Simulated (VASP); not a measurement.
# Ge (Fd-3m) in VASP: relaxation of cell and atoms with PBE

Aim: the relaxation of cell and atoms of Ge with PBE.

Program: VASP 6.6.1. These are calculated values, not measurements. Logs are shortened: lines on timing, memory, paths and dates and some standing lists are left out, and cuts for length are marked.

## (1) The cell of the first run

Symmetry: Fd-3m, No. 227, cubic system. Conventional cell: a = 5.761 Å, b = 5.761 Å, c = 5.761 Å, α = 90.00°, β = 90.00°, γ = 90.00°. Within 3.3 Å of Ge (site symmetry -43m) lie 4 Ge at 2.49 Å.

## (2) Relaxation of cell and atoms, PBE

INCAR

```
SYSTEM = Ge
PREC = Accurate
ENCUT = 600
EDIFF = 1E-7
ISMEAR = -1
SIGMA = 0.05
LREAL = .False.
LASPH = .True.
NELM = 100
ALGO = Normal
ISIF = 3
LWAVE = .False.
LCHARG = .False.
GGA = PE
IBRION = 2
NSW = 45
EDIFFG = -0.005
```

KPOINTS

```
regular mesh
0
Gamma
  12 12 12
  0 0 0
```

POSCAR

```
Ge
1.0
    0.0000000000      2.8807264636      2.8807264636
    2.8807264636      0.0000000000      2.8807264636
    2.8807264636      2.8807264636      0.0000000000
Ge
2
Direct
   -0.1250000000     -0.1250000000     -0.1250000000
    0.1250000000      0.1250000000      0.1250000000
```

Potentials or basis: VASP PAW PBE potentials, release 64 (Ge_d).

The run is started by

```bash
> cat potpaw_PBE.64/Ge_d/POTCAR > POTCAR
> mpirun -np 1 vasp_std > vasp.out
```

OUTCAR:

```text
SYSTEM = Ge
   PREC = Accurate
   ENCUT = 600
   EDIFF = 1E-7
   ISMEAR = -1
   LREAL = .False.
   LASPH = .True.
   NELM = 100
   ISIF = 3
   GGA = PE
   IBRION = 2
   NSW = 45
   EDIFFG = -0.005

 ion  position               nearest neighbor table
   1  0.875  0.875  0.875-   2 2.49   2 2.49   2 2.49   2 2.49
   2  0.125  0.125  0.125-   1 2.49   1 2.49   1 2.49   1 2.49

  LATTYP: Found a face centered cubic cell.
 ALAT       =     5.7614529272

  Lattice vectors:

 A1 = (   0.0000000000,   2.8807264636,   2.8807264636)
 A2 = (   2.8807264636,   0.0000000000,   2.8807264636)
 A3 = (   2.8807264636,   2.8807264636,   0.0000000000)

Analysis of symmetry for initial positions (statically):
=====================================================================
 Subroutine PRICEL returns:
 Original cell was already a primitive cell.

 Routine SETGRP: Setting up the symmetry group for a
 face centered cubic supercell.

 Subroutine GETGRP returns: Found 48 space group operations
 (whereof 12 operations were pure point group operations)
 out of a pool of 48 trial point group operations.

The static configuration has the point symmetry D_3d.
 The point group associated with its full space group is O_h .

Analysis of symmetry for dynamics (positions and initial velocities):
=====================================================================
 Subroutine PRICEL returns:
 Original cell was already a primitive cell.

 Routine SETGRP: Setting up the symmetry group for a
 face centered cubic supercell.

 Subroutine GETGRP returns: Found 48 space group operations
 (whereof 12 operations were pure point group operations)
 out of a pool of 48 trial point group operations.

The dynamic configuration has the point symmetry D_3d.
 The point group associated with its full space group is O_h .

 Subroutine INISYM returns: Found 48 space group operations
 (whereof 12 operations are pure point group operations),
 and found     1 'primitive' translations

----------------------------------------------------------------------------------------

                                     Primitive cell

  volume of cell :      47.8119

  direct lattice vectors                    reciprocal lattice vectors
     0.000000000  2.880726464  2.880726464    -0.173567330  0.173567330  0.173567330
     2.880726464  0.000000000  2.880726464     0.173567330 -0.173567330  0.173567330
     2.880726464  2.880726464  0.000000000     0.173567330  0.173567330 -0.173567330

  length of vectors
     4.073962434  4.073962434  4.073962434     0.300627434  0.300627434  0.300627434

  position of ions in fractional coordinates (direct lattice)
     0.875000000  0.875000000  0.875000000
     0.125000000  0.125000000  0.125000000

  ion indices of the primitive-cell ions
   primitive index   ion index
                 1           1
                 2           2

----------------------------------------------------------------------------------------

 KPOINTS: regular mesh

Automatic generation of k-mesh.
 Grid dimensions read from file:
 generate k-points for:   12   12   12

 Generating k-lattice:

  Cartesian coordinates                     Fractional coordinates (reciprocal lattice)
    -0.014463944  0.014463944  0.014463944     0.083333333  0.000000000  0.000000000
     0.014463944 -0.014463944  0.014463944     0.000000000  0.083333333  0.000000000
     0.014463944  0.014463944 -0.014463944     0.000000000  0.000000000  0.083333333

  Length of vectors
     0.025052286  0.025052286  0.025052286

  Shift w.r.t. Gamma in fractional coordinates (k-lattice)
     0.000000000  0.000000000  0.000000000

 Subroutine IBZKPT returns following result:
 ===========================================

 Found     72 irreducible k-points:

 Following reciprocal coordinates:
            Coordinates               Weight
  0.000000  0.000000  0.000000      1.000000
  0.083333  0.000000  0.000000      8.000000
  0.166667  0.000000  0.000000      8.000000
  0.250000  0.000000  0.000000      8.000000
  0.333333  0.000000  0.000000      8.000000
  0.416667  0.000000  0.000000      8.000000
[... 16 lines left out ...]
  0.500000  0.166667  0.000000     24.000000
 -0.416667  0.166667  0.000000     24.000000
 [... further k-points ...]
   k-points           NKPTS =     72   k-points in BZ     NKDIM =     72   number of bands    NBANDS=     18
   number of dos      NEDOS =    301   number of ions     NIONS =      2
   total plane-waves  NPLWV =  46656
   dimension x,y,z NGX =    36 NGY =   36 NGZ =   36
   dimension x,y,z NGXF=    72 NGYF=   72 NGZF=   72
   ions per type =               2
   NGX,Y,Z   is equivalent  to a cutoff of  14.69, 14.69, 14.69 a.u.
   NGXF,Y,Z  is equivalent  to a cutoff of  29.38, 29.38, 29.38 a.u.
 SYSTEM =  Ge
   PREC   = accura    normal or accurate (medium, high low for compatibility)
   ISTART =      0    job   : 0-new  1-cont  2-samecut
   ICHARG =      2    charge: 1-file 2-atom 10-const
   ISPIN  =      1    spin polarized calculation?
   LNONCOLLINEAR =      F non collinear calculations
   LSORBIT =      F    spin-orbit coupling
   LASPH  =      T    aspherical Exc in radial PAW
   ENCUT  =  600.0 eV  44.10 Ry    6.64 a.u.   8.14  8.14  8.14*2*pi/ulx,y,z
   NELM   =    100;   NELMIN=  2; NELMDL= -5     # of ELM steps
   EDIFF  = 0.1E-06   stopping-criterion for ELM
   LREAL  =      F    real-space projection
   EDIFFG = -.5E-02   stopping-criterion for IOM
   NSW    =     45    number of steps for IOM
   IBRION =      2    ionic relax: 0-MD 1-quasi-New 2-CG
   NFREE  =      1    steps in history (QN), initial steepest desc. (CG)
   ISIF   =      3    stress and relaxation
   ISYM   =      2    0-nonsym 1-usesym 2-fastsym
   POTIM  = 0.5000    time-step for ionic-motion
   TEBEG  =    0.0;   TEEND  =   0.0 temperature during run
   PSTRESS=    0.0 pullay stress
   NELECT =      28.0000    total number of electrons
   NUPDOWN=      -1.0000    fix difference up-down
   EMIN   =  10.00;   EMAX   =-10.00  energy-range for DOS
   EFERMI =   0.00;   METHOD = LEGACY
   ISMEAR =    -1;   SIGMA  =   0.05  broadening in eV -4-tet -1-fermi 0-gaus
   EFERMI_NEDOS =   21; number of points for ismear=-14 and -15
   IALGO  =     38    algorithm
   IMIX   =      4    mixing-type and parameters
     AMIX     =   0.40;   BMIX     =  1.00
     AMIX_MAG =   1.60;   BMIX_MAG =  1.00
  volume/ion in A,a.u.               =      23.91       161.33
  Fermi-wavevector in a.u.,A,eV,Ry     =   1.369669  2.588298 25.524420  1.875992
  Thomas-Fermi vector in A             =   2.495523
   LORBIT       =      0    0 simple, 1 ext, 2 COOP (PROOUT), +10 PAW based schemes
   GGA     = PE    functional components
   LHFCALC =     F    Hartree Fock is set to
   AEXX    =    0.0000 exact exchange contribution
   IVDW    =     0    specifies the selected vdW correction
   LEPSILON=     F    determine dielectric tensor
   LRPA    =     F    only Hartree local field effects (RPA)
 conjugate gradient relaxation of ions
 non-spin polarized calculation
  energy-cutoff  :      600.00
  volume of cell :       47.81
 maximum number of plane-waves:      1639
 NGX is ok and might be reduce to    36
   NGX = 17   NGY = 17   NGZ = 17

 number of electron      28.0000001 magnetization

 Free energy of the ion-electron system (eV)
  ---------------------------------------------------
  ext. energy  EPLUGINS =         0.00000000
  ---------------------------------------------------
  free energy    TOTEN  =        -9.03646613 eV

  energy without entropy =       -9.03564873  energy(sigma->0) =       -9.03605743

 E-fermi :   4.4609     XC(G=0):  -9.6693

 val. band max:        4.3214151772   @ k =   0.0833   0.0000   0.0000
 cond. band min:       4.4757418076   @ k =   0.0000   0.0000   0.0000
 fundamental gap:      0.1543266304
 Fermi energy:         4.4609277152

 k-point     1 :       0.0000    0.0000    0.0000
  band No.  band energies     occupation
      1     -20.2698      2.00000
      2     -20.2698      2.00000
      3     -20.2698      2.00000
      4     -20.2377      2.00000
      5     -20.2377      2.00000
      6     -20.0548      2.00000
[... 10 lines left out ...]
     17       7.0051      0.00000
     18       7.0051      0.00000

 k-point     2 :       0.0833    0.0000    0.0000
  band No.  band energies     occupation
      1     -20.2735      2.00000
      2     -20.2735      2.00000
      3     -20.2688      2.00000
      4     -20.2328      2.00000
      5     -20.2328      2.00000
      6     -20.0614      2.00000
[... 10 lines left out ...]
     17       7.2132      0.00000
     18       7.3383      0.00000

 k-point     3 :       0.1667    0.0000    0.0000
  band No.  band energies     occupation
      1     -20.2800      2.00000
      2     -20.2800      2.00000
      3     -20.2660      2.00000
      4     -20.2229      2.00000
      5     -20.2229      2.00000
      6     -20.0707      2.00000
[... 10 lines left out ...]
     17       7.6572      0.00000
     18       8.4139      0.00000

 k-point     4 :       0.2500    0.0000    0.0000
  band No.  band energies     occupation
      1     -20.2855      2.00000
      2     -20.2855      2.00000
      3     -20.2621      2.00000
      4     -20.2132      2.00000
      5     -20.2132      2.00000
      6     -20.0784      2.00000
[... 375 lines left out ...]
      4     -20.1977      2.00000
      5     -20.1799      2.00000
      6     -20.1229      2.00000
[... 10 lines left out ...]
     17       9.5550      0.00000
     18       9.7164      0.00000

 k-point    23 :       0.5000    0.1667    0.0000
  band No.  band energies     occupation
      1     -20.3054      2.00000
      2     -20.2943      2.00000
      3     -20.2395      2.00000
      4     -20.1901      2.00000
      5     -20.1829      2.00000
      6     -20.1171      2.00000
[... 10 lines left out ...]
     17       9.3503      0.00000
     18      10.7387      0.00000

 k-point    24 :      -0.4167    0.1667    0.0000
  band No.  band energies     occupation
      1     -20.3056      2.00000
      2     -20.2963      2.00000
      3     -20.2346      2.00000
      4     -20.1907      2.00000
      5     -20.1846      2.00000
      6     -20.1055      2.00000
[... 10 lines left out ...]
     17       9.1083      0.00000
     18      11.7845      0.00000

 [... further k-points ...]
[... 5 lines left out ...]
  --------------------------------------------------------------------------------------
  -------------------------------------------------------------------------------------
  Total       -0.0040977     -0.0040977     -0.0040977      0.0000000     -0.0000000     -0.0000000
  in kB       -0.1373152     -0.1373152     -0.1373152      0.0000000     -0.0000000     -0.0000000
  external PRESSURE =      -0.1373152 kB  Pullay stress =       0.0000000 kB

 VOLUME and BASIS-vectors are now :
 -----------------------------------------------------------------------------
  energy-cutoff  :      600.00
  volume of cell :       47.81
      direct lattice vectors                 reciprocal lattice vectors
     0.000000000  2.880726464  2.880726464    -0.173567330  0.173567330  0.173567330
     2.880726464  0.000000000  2.880726464     0.173567330 -0.173567330  0.173567330
     2.880726464  2.880726464  0.000000000     0.173567330  0.173567330 -0.173567330

 POSITION                                       TOTAL-FORCE (eV/Angst)
 -----------------------------------------------------------------------------------
      5.04127      5.04127      5.04127         0.000000      0.000000      0.000000
      0.72018      0.72018      0.72018        -0.000000     -0.000000     -0.000000
 -----------------------------------------------------------------------------------
    total drift:                                0.000000      0.000000      0.000000

  FREE ENERGIE OF THE ION-ELECTRON SYSTEM (eV)
  ---------------------------------------------------
  free  energy   TOTEN  =        -9.0364661281 eV

  energy  without entropy=       -9.0356487272  energy(sigma->0) =       -9.03605743

 reached required accuracy - stopping structural energy minimisation
```

Run time: 59 s. Hardware: 1 thread of Intel Xeon 8259CL, shared host; peak memory 0.23 GiB.

What came out:

| Property | Result |
| --- | --- |
| Free energy | -9.0365 eV |
| Pressure after relaxing | 0.0 GPa |
| Band gap on the k mesh | zero (filled and empty bands touch) |

Final structure:
```yaml
crystal:
  lattice:
    - [0.00000, 2.88073, 2.88073]
    - [2.88073, 0.00000, 2.88073]
    - [2.88073, 2.88073, 0.00000]
  atoms:
    - { symbol: Ge, position: [0.87500, 0.87500, 0.87500] }
    - { symbol: Ge, position: [0.12500, 0.12500, 0.12500] }
```

Levels at points of the mesh, in eV from the Fermi level:
| k point | band 10 | band 11 | band 12 | band 13 | band 14 | band 15 | band 16 | band 17 | band 18 |
| --- | --- | --- | --- | --- | --- | --- | --- | --- | --- |
| (0.00, 0.00, 0.00) | -24.51 | -12.35 | -0.44 | 0.01 | 0.01 | 0.01 | 2.54 | 2.54 | 2.54 |
| (0.50, 0.00, 0.00) | -24.48 | -10.40 | -7.34 | -1.31 | -1.31 | 0.04 | 3.73 | 3.73 | 7.11 |
| (0.50, 0.50, 0.00) | -24.47 | -8.67 | -8.67 | -2.87 | -2.87 | 0.83 | 0.83 | 9.09 | 9.09 |

Caveat: the relaxation stopped at its first step, so nothing moved; semilocal functionals underestimate gaps, and a narrow one can read as zero.

The gap in the log of VASP goes by the Fermi energy; the results here count the filled bands.